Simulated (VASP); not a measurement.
Set up this calculation in VASP 6.6.1, as the native input.

| Quantity | Value |
| --- | --- |
| Task | single point |
| Functional | PBE |
| Dispersion | D3(BJ) |
| Potentials or basis | VASP PAW PBE potentials, release 64 (W_sv, Se) |
| Cutoff | 520 eV |
| k mesh | 9 × 9 × 4 |
| Occupations | gaussian, width 0.05 eV |
| Spin | no spin polarisation |
| Dipole correction | no |
| Further INCAR settings | ALGO = Normal; EDIFF = 1e-07; NBANDS = 20 |

The structure of WSe2 lies in POSCAR:

```
WSe2
1.0
    3.5194990796      0.0000000000      0.0000000000
   -1.7597495398      2.7640071379      0.0000000000
    0.0000000000      0.0000000000      6.6784566964
W Se
1 2
Direct
    0.0000000000      0.0000000000      0.0000000000
    0.3333333333      0.6666666667      0.2405528385
    0.3333333333      0.6666666667      0.7594471615
```

This cell differs from its parent crystal: strain +e along x and -e along y +0.0500, strain +e along z and -e/2 along x and y -0.0467.

One way to write it, as run:

INCAR

```
SYSTEM = WSe2
PREC = Accurate
ENCUT = 520
EDIFF = 1E-7
ISMEAR = 0
SIGMA = 0.05
LREAL = .FALSE.
LASPH = .TRUE.
NELM = 100
ALGO = Normal
ISIF = 2
LWAVE = .FALSE.
LCHARG = .TRUE.
GGA = PE
IVDW = 12
LELF = .TRUE.
LVHAR = .TRUE.
NBANDS = 20
```

KPOINTS

```
Automatic mesh
0
G
  9 9 4
  0 0 0
```

Potentials or basis: VASP PAW PBE potentials, release 64 (W_sv, Se).

Launch:

```bash
$ cat potpaw_PBE.64/W_sv/POTCAR potpaw_PBE.64/Se/POTCAR > POTCAR
$ mpirun -np 1 vasp_std > vasp.out
```

Results of the run:

```yaml
Pressure: 2.8 GPa
Largest_force: 1.051 eV/Å
Band_gap_on_the_k_mesh: 0.74 eV (least direct gap 1.26 eV)
Dispersion_energy_per_atom: -0.433 eV
```

Caveat: the cell differs from its parent crystal (strain +e along x and -e along y +0.0500, strain +e along z and -e/2 along x and y -0.0467); the stress differs along the axes, from -7 to 9 GPa; spin-orbit coupling is left out, which moves the levels of the heavy elements; forces of over 1 eV/Å act on the atoms, so gaps and moduli don't describe the material at rest.

Wall time 38 s on 1 thread of AMD EPYC 9R45 96-Core Processor (Zen 5), on a shared host, peak memory 0.22 GiB.
